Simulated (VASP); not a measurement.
ZnS, 2 atoms in the cell. The structure is cubic, space group F-43m (No. 216). The conventional cell has a = 5.404 Å, b = 5.404 Å, c = 5.404 Å, α = 90.00°, β = 90.00°, γ = 90.00°. Within 3.1 Å of Zn (site symmetry -43m) lie 4 S at 2.34 Å. S (site symmetry -43m) has 4 Zn at 2.34 Å within 3.1 Å. 

| Quantity | Value |
| --- | --- |
| Program | VASP 6.6.1 |
| Task | single point |
| Functional | revPBE |
| Potentials or basis | VASP PAW PBE potentials, release 64 (Zn, S) |
| Cutoff | 520 eV |
| k mesh | 6 × 6 × 6 |
| Occupations | gaussian, width 0.01 eV |
| Spin | no spin polarisation |
| Dipole correction | no |
| Further INCAR settings | ALGO = Normal; EDIFF = 1e-06; NBANDS = 16 |

Potentials or basis: VASP PAW PBE potentials, release 64 (Zn, S).

Command:

```bash
$ cat potpaw_PBE.64/Zn/POTCAR potpaw_PBE.64/S/POTCAR > POTCAR
$ mpirun -np 1 vasp_std > vasp.out
```

Hardware: 1 thread of Intel(R) Xeon(R) Platinum 8259CL CPU @ 2.50GHz (Skylake/Cascade Lake), on a shared host.

Q: How long does it take, and how much memory?

A: Wall time 10 s on 1 thread of Intel(R) Xeon(R) Platinum 8259CL CPU @ 2.50GHz (Skylake/Cascade Lake), with other jobs on the host, peak memory 0.15 GiB. Counts: scf iterations 13, k points 16.
